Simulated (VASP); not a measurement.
# Ca in VASP: notebook

Runs on Ca. Level: LDA. Tasks: single point.

Program: VASP 6.6.1. These are calculated values, not measurements. Logs are shortened: lines on timing, memory, paths and dates and some standing lists are left out, and cuts for length are marked.

## 1. The cell of the first run

The structure is tetragonal, space group P4/mmm (No. 123). The conventional cell has a = 3.489 Å, b = 3.489 Å, c = 3.401 Å, α = 90.00°, β = 90.00°, γ = 90.00°. Ca (site symmetry 4/mmm) has 6 Ca at 3.40 to 3.49 Å within 4.5 Å.

## 2. Single point, LDA (strain +0.000 along x and y, -0.025 along z)

INCAR reads:

```
SYSTEM = Ca
PREC = Accurate
ENCUT = 520
EDIFF = 1E-7
ISMEAR = 0
SIGMA = 0.15
LREAL = .FALSE.
LASPH = .TRUE.
NELM = 100
ALGO = Fast
ISIF = 2
LWAVE = .FALSE.
LCHARG = .FALSE.
NBANDS = 11
```

KPOINTS reads:

```
Automatic mesh
0
G
  14 14 14
  0 0 0
```

POSCAR reads:

```
Ca
1.0
    3.4886563400      0.0000000000      0.0000000000
    0.0000000000      3.4886563400      0.0000000000
    0.0000000000      0.0000000000      3.4014399315
Ca
1
Direct
    0.0000000000      0.0000000000      0.0000000000
```

Potentials or basis: VASP PAW LDA potentials, release 64 (Ca_sv).

Run with:

```console
$ cat potpaw_LDA.64/Ca_sv/POTCAR > POTCAR
$ mpirun -np 1 vasp_std > vasp.out
```

OUTCAR:

```text
SYSTEM = Ca
   PREC = Accurate
   ENCUT = 520
   EDIFF = 1E-7
   ISMEAR = 0
   LREAL = .FALSE.
   LASPH = .TRUE.
   NELM = 100
   ISIF = 2

 ion  position               nearest neighbor table
   1  0.000  0.000  0.000-

  LATTYP: Found a simple tetragonal cell.
 ALAT       =     3.4886563400
 C/A-ratio  =     0.9750000000

  Lattice vectors:

 A1 = (   3.4886563400,   0.0000000000,   0.0000000000)
 A2 = (   0.0000000000,   3.4886563400,   0.0000000000)
 A3 = (   0.0000000000,   0.0000000000,   3.4014399315)

Analysis of symmetry for initial positions (statically):
=====================================================================
 Subroutine PRICEL returns:
 Original cell was already a primitive cell.

 Routine SETGRP: Setting up the symmetry group for a
 simple tetragonal supercell.

 Subroutine GETGRP returns: Found 16 space group operations
 (whereof 16 operations were pure point group operations)
 out of a pool of 16 trial point group operations.

The static configuration has the point symmetry D_4h.

Analysis of symmetry for dynamics (positions and initial velocities):
=====================================================================
 Subroutine PRICEL returns:
 Original cell was already a primitive cell.

 Routine SETGRP: Setting up the symmetry group for a
 simple tetragonal supercell.

 Subroutine GETGRP returns: Found 16 space group operations
 (whereof 16 operations were pure point group operations)
 out of a pool of 16 trial point group operations.

The dynamic configuration has the point symmetry D_4h.

 Subroutine INISYM returns: Found 16 space group operations
 (whereof 16 operations are pure point group operations),
 and found     1 'primitive' translations

----------------------------------------------------------------------------------------

                                     Primitive cell

  volume of cell :      41.3980

  direct lattice vectors                    reciprocal lattice vectors
     3.488656340  0.000000000  0.000000000     0.286643310  0.000000000  0.000000000
     0.000000000  3.488656340  0.000000000     0.000000000  0.286643310  0.000000000
     0.000000000  0.000000000  3.401439932     0.000000000  0.000000000  0.293993138

  length of vectors
     3.488656340  3.488656340  3.401439932     0.286643310  0.286643310  0.293993138

  position of ions in fractional coordinates (direct lattice)
     0.000000000  0.000000000  0.000000000

  ion indices of the primitive-cell ions
   primitive index   ion index
                 1           1

----------------------------------------------------------------------------------------

 KPOINTS: Automatic mesh

Automatic generation of k-mesh.
 Grid dimensions read from file:
 generate k-points for:   14   14   14

 Generating k-lattice:

  Cartesian coordinates                     Fractional coordinates (reciprocal lattice)
     0.020474522  0.000000000  0.000000000     0.071428571  0.000000000  0.000000000
     0.000000000  0.020474522  0.000000000     0.000000000  0.071428571  0.000000000
     0.000000000  0.000000000  0.020999510     0.000000000  0.000000000  0.071428571

  Length of vectors
     0.020474522  0.020474522  0.020999510

  Shift w.r.t. Gamma in fractional coordinates (k-lattice)
     0.000000000  0.000000000  0.000000000

 Subroutine IBZKPT returns following result:
 ===========================================

 Found    288 irreducible k-points:

 Following reciprocal coordinates:
            Coordinates               Weight
  0.000000  0.000000  0.000000      1.000000
  0.071429  0.000000  0.000000      4.000000
  0.142857  0.000000  0.000000      4.000000
  0.214286  0.000000  0.000000      4.000000
  0.285714  0.000000  0.000000      4.000000
  0.357143  0.000000  0.000000      4.000000
[... 16 lines left out ...]
  0.285714  0.214286  0.000000      8.000000
  0.357143  0.214286  0.000000      8.000000
 [... further k-points ...]
   k-points           NKPTS =    288   k-points in BZ     NKDIM =    288   number of bands    NBANDS=     11
   number of dos      NEDOS =    301   number of ions     NIONS =      1
   total plane-waves  NPLWV =  21952
   dimension x,y,z NGX =    28 NGY =   28 NGZ =   28
   dimension x,y,z NGXF=    56 NGYF=   56 NGZF=   56
   ions per type =               1
   NGX,Y,Z   is equivalent  to a cutoff of  13.34, 13.34, 13.69 a.u.
   NGXF,Y,Z  is equivalent  to a cutoff of  26.69, 26.69, 27.37 a.u.
 SYSTEM =  Ca
   PREC   = accura    normal or accurate (medium, high low for compatibility)
   ISTART =      0    job   : 0-new  1-cont  2-samecut
   ICHARG =      2    charge: 1-file 2-atom 10-const
   ISPIN  =      1    spin polarized calculation?
   LNONCOLLINEAR =      F non collinear calculations
   LSORBIT =      F    spin-orbit coupling
   LASPH  =      T    aspherical Exc in radial PAW
   ENCUT  =  520.0 eV  38.22 Ry    6.18 a.u.   6.49  6.49  6.32*2*pi/ulx,y,z
   NELM   =    100;   NELMIN=  2; NELMDL= -5     # of ELM steps
[... 29 lines left out ...]
   LEPSILON=     F    determine dielectric tensor
   LRPA    =     F    only Hartree local field effects (RPA)
 non-spin polarized calculation
 RMM-DIIS sequential band-by-band and
 Gauss-broadening in eV      SIGMA  =   0.15
  energy-cutoff  :      520.00
  volume of cell :       41.40
 maximum number of plane-waves:      1140
 NGX is ok and might be reduce to    28
   NGX = 13   NGY = 13   NGZ = 13

 number of electron      10.0000000 magnetization

 Free energy of the ion-electron system (eV)
  ---------------------------------------------------
  ext. energy  EPLUGINS =         0.00000000
  ---------------------------------------------------
  free energy    TOTEN  =        -1.81810501 eV

  energy without entropy =       -1.80663509  energy(sigma->0) =       -1.81237005

 E-fermi :   1.7429     XC(G=0):  -8.0013

 val. band max:        1.7385965430   @ k =   0.4286   0.0000   0.1429
 cond. band min:       1.7510490280   @ k =   0.5000   0.0714   0.2857
 fundamental gap:      0.0124524850
 Fermi energy:         1.7428959913

 k-point     1 :       0.0000    0.0000    0.0000
  band No.  band energies     occupation
      1     -39.9006      2.00000
      2     -21.0740      2.00000
      3     -21.0740      2.00000
      4     -21.0515      2.00000
      5      -2.1472      2.00000
      6       2.4516      0.00000
      7       2.4613      0.00000
      8       5.8312      0.00000
      9       5.9187      0.00000
     10       5.9187      0.00000
     11      10.4011      0.00000

 k-point     2 :       0.0714    0.0000    0.0000
  band No.  band energies     occupation
      1     -39.8995      2.00000
      2     -21.0859      2.00000
      3     -21.0730      2.00000
      4     -21.0505      2.00000
      5      -2.0735      2.00000
      6       2.4727      0.00000
      7       2.4864      0.00000
      8       5.7455      0.00000
      9       5.8417      0.00000
     10       5.9240      0.00000
     11       9.9204      0.00000

 k-point     3 :       0.1429    0.0000    0.0000
  band No.  band energies     occupation
      1     -39.8966      2.00000
      2     -21.1192      2.00000
      3     -21.0701      2.00000
      4     -21.0478      2.00000
      5      -1.8563      2.00000
      6       2.5283      0.00000
      7       2.5464      0.00000
      8       5.5255      0.00000
      9       5.6411      0.00000
     10       5.9388      0.00000
     11       8.9876      0.00000

 k-point     4 :       0.2143    0.0000    0.0000
  band No.  band energies     occupation
      1     -39.8923      2.00000
      2     -21.1670      2.00000
      3     -21.0661      2.00000
      4     -21.0439      2.00000
      5      -1.5074      2.00000
      6       2.5579      0.00000
      7       2.6301      0.00000
      8       5.2466      0.00000
      9       5.3823      0.00000
     10       5.9602      0.00000
     11       8.0989      0.00000
[... 239 lines left out ...]
 k-point    22 :       0.2143    0.2143    0.0000
  band No.  band energies     occupation
      1     -39.8842      2.00000
      2     -21.1605      2.00000
      3     -21.1545      2.00000
      4     -21.0364      2.00000
      5      -0.8951      2.00000
      6       2.6675      0.00000
      7       2.9248      0.00000
      8       4.5085      0.00000
      9       5.3792      0.00000
     10       5.5446      0.00000
     11       8.6567      0.00000

 k-point    23 :       0.2857    0.2143    0.0000
  band No.  band energies     occupation
      1     -39.8795      2.00000
      2     -21.2092      2.00000
      3     -21.1519      2.00000
      4     -21.0322      2.00000
      5      -0.4572      2.00000
      6       2.5945      0.00000
      7       3.0573      0.00000
      8       4.2939      0.00000
      9       5.1982      0.00000
     10       5.5262      0.00000
     11       7.9941      0.00000

 k-point    24 :       0.3571    0.2143    0.0000
  band No.  band energies     occupation
      1     -39.8753      2.00000
      2     -21.2552      2.00000
      3     -21.1471      2.00000
      4     -21.0283      2.00000
      5       0.0619      2.00000
      6       2.3002      0.00000
      7       3.1607      0.00000
      8       4.2631      0.00000
      9       5.0095      0.00000
     10       5.5535      0.00000
     11       7.4249      0.00000

 [... further k-points ...]
[... 5 lines left out ...]
  --------------------------------------------------------------------------------------
  -------------------------------------------------------------------------------------
  Total       -0.3624480     -0.3624480     -0.0196653      0.0000000      0.0000000      0.0000000
  in kB      -14.0273977    -14.0273977     -0.7610825      0.0000000      0.0000000      0.0000000
  external PRESSURE =      -9.6052926 kB  Pullay stress =       0.0000000 kB

 VOLUME and BASIS-vectors are now :
 -----------------------------------------------------------------------------
  energy-cutoff  :      520.00
  volume of cell :       41.40
      direct lattice vectors                 reciprocal lattice vectors
     3.488656340  0.000000000  0.000000000     0.286643310  0.000000000  0.000000000
     0.000000000  3.488656340  0.000000000     0.000000000  0.286643310  0.000000000
     0.000000000  0.000000000  3.401439932     0.000000000  0.000000000  0.293993138

 POSITION                                       TOTAL-FORCE (eV/Angst)
 -----------------------------------------------------------------------------------
      0.00000      0.00000      0.00000         0.000000      0.000000      0.000000
 -----------------------------------------------------------------------------------
    total drift:                               -0.000000     -0.000000     -0.000000

  FREE ENERGIE OF THE ION-ELECTRON SYSTEM (eV)
  ---------------------------------------------------
  free  energy   TOTEN  =        -1.8181050125 eV

  energy  without entropy=       -1.8066350855  energy(sigma->0) =       -1.81237005
```

It took 63 s on 1 thread of Intel Xeon 6975P-C (Granite Rapids), shared host; peak memory 0.23 GiB.

Results:

- Free energy: -1.8181 eV
- Pressure: -1.0 GPa
- Band gap on the k mesh: zero (band 5 reaches 2.36 eV, above the bottom of band 6 at 1.31 eV)

Stress tensor (GPa, compression positive):
```
-1.40  0.00  0.00
 0.00 -1.40  0.00
 0.00  0.00 -0.08
```

Caveat: the cell differs from its parent crystal (strain +0.000 along x and y, -0.025 along z).

## 3. Single point, LDA (strain +0.000 along x and y, +0.025 along z)

INCAR reads:

```
ALGO     = Normal         # electronic algorithm
EDIFF    = 1E-7           # SCF threshold, eV
ENCUT    = 520            # plane-wave cutoff, eV
GGA      = CA             # functional
ISIF     = 2              # what is computed and relaxed
ISMEAR   = 0              # smearing method
LASPH    = True           # aspherical terms in the spheres
LCHARG   = False          # write CHGCAR
LREAL    = False          # projectors in reciprocal space
LWAVE    = False          # write WAVECAR
NBANDS   = 11             # bands
NELM     = 60             # most SCF steps
PREC     = Accurate       # precision mode
SIGMA    = 0.15           # smearing width, eV
```

KPOINTS reads:

```
k-points
0
Gamma
  14 14 14
```

Edit POSCAR of step 2 so:

```diff
@@ -4,3 +4,3 @@
     0.0000000000      3.4886563400      0.0000000000
-    0.0000000000      0.0000000000      3.4014399315
+    0.0000000000      0.0000000000      3.5758727485
 Ca
```

Potentials or basis: VASP PAW LDA potentials, release 64 (Ca_sv).

Run with:

```console
$ cat potpaw_LDA.64/Ca_sv/POTCAR > POTCAR
$ mpirun -np 1 vasp_std > vasp.out
```

Wall time 39 s (1 thread of Intel Xeon 6975P-C (Granite Rapids), shared host); peak memory 0.24 GiB.

Results (log left out):

| Item | Value |
| --- | --- |
| Free energy | -1.8031 eV |
| Pressure | -1.4 GPa |
| Band gap on the k mesh | zero (band 5 reaches 2.15 eV, above the bottom of band 6 at 1.06 eV) |

Stress tensor (GPa, compression positive):
```
-1.05  0.00  0.00
 0.00 -1.05  0.00
 0.00  0.00 -2.09
```

Levels at points of the mesh, in eV from the Fermi level:
| k point | band 3 | band 4 | band 5 | band 6 | band 7 | band 8 |
| --- | --- | --- | --- | --- | --- | --- |
| (0.00, 0.00, 0.00) | -22.91 | -22.91 | -3.82 | 0.72 | 0.72 | 3.95 |
| (0.50, 0.00, 0.00) | -22.91 | -22.89 | -1.19 | -0.38 | 1.23 | 2.63 |
| (0.50, 0.50, 0.00) | -23.11 | -22.89 | -0.38 | 0.90 | 2.46 | 2.46 |
| (0.00, 0.00, 0.50) | -22.90 | -22.90 | -1.36 | -0.49 | 1.14 | 2.85 |
| (0.50, 0.00, 0.50) | -23.09 | -22.88 | -0.35 | 0.72 | 2.27 | 2.34 |
| (0.50, 0.50, 0.50) | -23.09 | -23.06 | 0.54 | 0.69 | 0.69 | 4.67 |

Caveat: the cell differs from its parent crystal (strain +0.000 along x and y, +0.025 along z).

## 4. Single point, LDA (strain -0.050 along x and y, -0.050 along z)

INCAR reads:

```
PREC = Accurate
ENCUT = 520
EDIFF = 1E-6
ISMEAR = 0
SIGMA = 0.15
LREAL = False
LASPH = True
NELM = 60
ALGO = Normal
ISIF = 2
LWAVE = False
LCHARG = True
GGA = CA
LELF = True
LVHAR = True
NBANDS = 11
```

KPOINTS reads:

```
Automatic mesh
0
Gamma
  14 14 14
```

POSCAR reads:

```
Ca
1.0
    3.3142235230      0.0000000000      0.0000000000
    0.0000000000      3.3142235230      0.0000000000
    0.0000000000      0.0000000000      3.3142235230
Ca
1
Direct
    0.0000000000      0.0000000000      0.0000000000
```

Run with:

```console
$ cat potpaw_LDA.64/Ca_sv/POTCAR > POTCAR
$ mpirun -np 1 vasp_std > vasp.out
```

Wall time 13 s (1 thread of Intel Xeon 6975P-C (Granite Rapids), shared host); peak memory 0.17 GiB.

Results (log left out):

```
Free energy            : -1.8292 eV
Pressure               : 0.5 GPa
Band gap on the k mesh : zero (band 5 reaches 2.80 eV, above the bottom of band 6 at 1.89 eV)
```

Levels at points of the mesh, in eV from the Fermi level:
| k point | band 2 | band 3 | band 4 | band 5 | band 6 | band 7 | band 8 | band 9 |
| --- | --- | --- | --- | --- | --- | --- | --- | --- |
| (0.00, 0.00, 0.00) | -22.54 | -22.54 | -22.54 | -4.07 | 0.68 | 0.68 | 4.61 | 4.61 |
| (0.50, 0.00, 0.00) | -22.92 | -22.51 | -22.51 | -1.16 | -0.31 | 1.26 | 3.10 | 3.10 |
| (0.50, 0.50, 0.00) | -22.87 | -22.87 | -22.47 | -0.66 | 0.99 | 2.96 | 2.96 | 3.46 |
| (0.50, 0.50, 0.50) | -22.82 | -22.82 | -22.82 | 0.53 | 0.53 | 0.53 | 5.54 | 5.54 |

Caveat: the cell differs from its parent crystal (strain -0.050 along x and y, -0.050 along z).

## 5. Single point, LDA (strain +0.050 along x and y, +0.050 along z)

INCAR reads:

```
PREC     = Accurate       # precision mode
ENCUT    = 520            # plane-wave cutoff, eV
EDIFF    = 1E-7           # SCF threshold, eV
ISMEAR   = 0              # smearing method
SIGMA    = 0.15           # smearing width, eV
LREAL    = False          # projectors in reciprocal space
LASPH    = True           # aspherical terms in the spheres
NELM     = 100            # most SCF steps
ALGO     = Normal         # electronic algorithm
ISIF     = 2              # what is computed and relaxed
LWAVE    = False          # write WAVECAR
LCHARG   = True           # write CHGCAR
GGA      = CA             # functional
LELF     = True           # ELF
LVHAR    = True         
NBANDS   = 11             # bands
```

KPOINTS reads:

```
regular mesh
0
Gamma
  14 14 14
```

POSCAR reads:

```
Ca
1.0
    3.6630891570      0.0000000000      0.0000000000
    0.0000000000      3.6630891570      0.0000000000
    0.0000000000      0.0000000000      3.6630891570
Ca
1
Direct
    0.0000000000      0.0000000000      0.0000000000
```

Run with:

```console
$ cat potpaw_LDA.64/Ca_sv/POTCAR > POTCAR
$ mpirun -np 1 vasp_std > vasp.out
```

Wall time 17 s (1 thread of Intel Xeon 6975P-C (Granite Rapids), shared host); peak memory 0.18 GiB.

The run converged. Its results:

```
Free energy            : -1.7424 eV
Pressure               : -2.2 GPa
Band gap on the k mesh : zero (band 5 reaches 1.81 eV, above the bottom of band 6 at 0.67 eV)
```

Levels at points of the mesh, in eV from the Fermi level:
| k point | band 1 | band 2 | band 3 | band 4 | band 5 | band 6 | band 7 | band 8 | band 9 | band 10 |
| --- | --- | --- | --- | --- | --- | --- | --- | --- | --- | --- |
| (0.00, 0.00, 0.00) | -41.98 | -23.18 | -23.18 | -23.18 | -3.65 | 0.72 | 0.72 | 3.56 | 3.56 | 3.56 |
| (0.50, 0.00, 0.00) | -41.97 | -23.33 | -23.17 | -23.17 | -1.30 | -0.46 | 1.14 | 2.52 | 2.52 | 3.65 |
| (0.50, 0.50, 0.00) | -41.96 | -23.31 | -23.31 | -23.16 | -0.20 | 0.63 | 2.01 | 2.01 | 2.76 | 2.76 |
| (0.50, 0.50, 0.50) | -41.95 | -23.29 | -23.29 | -23.29 | 0.68 | 0.68 | 0.68 | 4.21 | 4.21 | 4.65 |

Caveat: the cell differs from its parent crystal (strain +0.050 along x and y, +0.050 along z).

## 6. Single point, LDA (strain +0.000 along x and y, +0.050 along z)

INCAR reads:

```
PREC = Accurate
ENCUT = 520
EDIFF = 1E-7
ISMEAR = 0
SIGMA = 0.15
LREAL = False
LASPH = True
NELM = 100
ALGO = Fast
ISIF = 2
LWAVE = False
LCHARG = False
NBANDS = 11
```

KPOINTS reads:

```
Automatic mesh
0
Gamma
  14 14 14
```

POSCAR reads:

```
Ca
1.0
    3.4886563400      0.0000000000      0.0000000000
    0.0000000000      3.4886563400      0.0000000000
    0.0000000000      0.0000000000      3.6630891570
Ca
1
Direct
    0.0000000000      0.0000000000      0.0000000000
```

Potentials or basis: VASP PAW LDA potentials, release 64 (Ca_sv).

Run with:

```console
$ cat potpaw_LDA.64/Ca_sv/POTCAR > POTCAR
$ mpirun -np 1 vasp_std > vasp.out
```

It took 56 s on 1 thread of Intel Xeon 6975P-C (Granite Rapids), shared host; peak memory 0.25 GiB.

Results (log left out):

* Free energy: -1.7870 eV
* Pressure: -1.5 GPa
* Band gap on the k mesh: zero (band 5 reaches 2.02 eV, above the bottom of band 6 at 0.91 eV)

Stress tensor (GPa, compression positive):
```
-0.90  0.00  0.00
 0.00 -0.90  0.00
 0.00  0.00 -2.82
```

Levels at points of the mesh, in eV from the Fermi level:
```tsv
k point	band 3	band 4	band 5	band 6	band 7	band 8
(0.00, 0.00, 0.00)	-22.95	-22.95	-3.78	0.71	0.72	3.85
(0.50, 0.00, 0.00)	-22.97	-22.93	-1.14	-0.35	1.25	2.47
(0.50, 0.50, 0.00)	-23.16	-22.95	-0.37	0.99	2.49	2.49
(0.00, 0.00, 0.50)	-22.94	-22.94	-1.48	-0.56	1.08	2.89
(0.50, 0.00, 0.50)	-23.11	-22.92	-0.31	0.65	2.12	2.26
(0.50, 0.50, 0.50)	-23.14	-23.08	0.46	0.75	0.75	4.51
```

Caveat: the cell differs from its parent crystal (strain +0.000 along x and y, +0.050 along z).

## 7. The runs side by side

| cell | gap on the mesh (eV) | pressure (GPa) |
| --- | --- | --- |
| a = 3.489, b = 3.489, c = 3.401 Å, 1 atom | none | -1.0 |
| a = 3.489, b = 3.489, c = 3.576 Å, 1 atom | none | -1.4 |
| a = 3.314 Å, 1 atom | none | 0.5 |
| a = 3.663 Å, 1 atom | none | -2.2 |
| a = 3.489, b = 3.489, c = 3.663 Å, 1 atom | none | -1.5 |

Alike in all rows: task single point; level LDA; potentials or basis VASP PAW LDA potentials, release 64 (Ca_sv); no spin polarisation; k mesh 14 × 14 × 14; cutoff (eV) 520; smearing gaussian 0.15 eV.

Total energies depend on the potentials used, so only differences within one code and one set of settings carry meaning.
